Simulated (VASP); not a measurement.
A run of VASP 6.6.1 is set up as follows.

INCAR

```
SYSTEM = Re
PREC = Accurate ; ENCUT = 520
EDIFF = 1E-6 ; ISMEAR = 0
SIGMA = 0.1 ; LREAL = .False.
LASPH = .True. ; NELM = 60
ALGO = Fast ; ISIF = 2
LWAVE = .False. ; LCHARG = .False.
GGA = PE ; NBANDS = 10
```

The input KPOINTS:

```
Automatic mesh
0
Gamma
  24 24 24
  0 0 0
```

File POSCAR:

```
Re
1.0
    0.0000000000      2.0208219544      2.0208219544
    2.0208219544      0.0000000000      2.0208219544
    2.0208219544      2.0208219544      0.0000000000
Re
1
Direct
    0.5000000000      0.5000000000      0.5000000000
```

Potentials or basis: VASP PAW PBE potentials, release 64 (Re).

The run is started by

```console
$ cat potpaw_PBE.64/Re/POTCAR > POTCAR
$ mpirun -np 1 vasp_std > vasp.out
```

(1) Estimate the pressure.

(2) Predict the band gap on the k mesh.

## Answers

(1) -28.9 GPa.

(2) zero (an odd number of electrons rules out a gap without spin polarisation).

Caveat: the cell stands under tension; spin-orbit coupling is left out, which moves the levels of the heavy elements.
